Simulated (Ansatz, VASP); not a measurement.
**Two plane-wave programs on V**

The input INCAR:

```
SYSTEM = V
PREC = Accurate
ENCUT = 600
EDIFF = 1E-7
ISMEAR = -1
SIGMA = 0.1
LREAL = .False.
LASPH = .True.
NELM = 60
ALGO = Normal
ISIF = 3
LWAVE = .False.
LCHARG = .False.
IBRION = 2
NSW = 80
EDIFFG = -0.01
```

File KPOINTS:

```
Automatic mesh
0
Gamma
  14 14 14
  0 0 0
```

POSCAR

```
V
1.0
    0.0000000000      1.9050006274      1.9050006274
    1.9050006274      0.0000000000      1.9050006274
    1.9050006274      1.9050006274      0.0000000000
V
1
Direct
    0.0000000000      0.0000000000      0.0000000000
```

Input for Ansatz:

```yaml
crystal:
  lattice:
    - [0.0, 1.9050006274, 1.9050006274]
    - [1.9050006274, 0.0, 1.9050006274]
    - [1.9050006274, 1.9050006274, 0.0]
  atoms:
    - { symbol: V, position: [0.0, 0.0, 0.0] }
hamiltonian:
  xc: lda
  pseudopotentials:
    kind: paw
    azcp:
      V: "pseudopotentials/V.paw.azcp"
basis:
  ecutwfc: 420
  fft_grid_basis: typed
kpoints:
  mp_grid: { grid: [14, 14, 14], shift: [0, 0, 0] }
magnetization:
  spin_polarized: false
scf:
  occupations: { method: fermi_dirac, width: 0.1 }
relax:
  max_steps: 60
  f_tol: 0.01
  cell: {}
```

Alike in both runs: task relaxation of cell and atoms; functional LDA; k mesh 14 × 14 × 14; occupations fermi-dirac, width 0.1 eV; no spin polarisation.

|  | VASP | Ansatz |
| --- | --- | --- |
| version | VASP 6.6.1 | Ansatz 0.2.0 |
| potentials or method | VASP PAW LDA potentials, release 64 (V_sv), cutoff 600 eV | plane waves (420 eV) with PAW, scalar-relativistic |
| valence electrons in the cell | 13 | 13 |

Ansatz gave:

* relaxed volume (Å³/atom): 12.98
* relaxed cell length with the largest relative difference (Å): 2.638

**Question.** Which values does VASP return?

**Answer.** Relaxed volume (Å³/atom): 13.01; relaxed cell length with the largest relative difference (Å): 2.640.

Ansatz warns that its potentials were made for another functional, while VASP's fit it. LDA's correlation is that of Perdew and Zunger in VASP and of Perdew and Wang (1992) in Ansatz.
